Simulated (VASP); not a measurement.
Runs of VASP 6.6.1 on BeS. It takes space group Fm-3m (No. 225, cubic). The conventional cell has a = 4.635 Å, b = 4.635 Å, c = 4.635 Å, α = 90.00°, β = 90.00°, γ = 90.00°. Within 3.1 Å of Be (site symmetry m-3m) lie 6 S at 2.32 Å. Within 3.1 Å of S (site symmetry m-3m) lie 6 Be at 2.32 Å. 

```csv
level,k mesh,cutoff (eV),grid for exact exchange (PRECFOCK),gap on the mesh (eV),pressure (GPa)
PBE0,6 × 6 × 6,520,Normal,2.47,-1.9
r2SCAN,6 × 6 × 6,660,-,1.35,0.1
PBE,6 × 6 × 6,520,-,(b),(a)
PBE,10 × 10 × 10,600,-,1.03,-0.4
```

Alike in all rows: task single point; potentials or basis VASP PAW PBE potentials, release 64 (Be, S); no spin polarisation; cell as given; smearing gaussian 0.01 eV.

Problem. Estimate the missing entries.

Solution. (a) -0.2; (b) 0.98.

Caveats: the PAW data sets were made with another functional, which shifts forces and pressure a little (some runs).

A k mesh can miss the band edges.
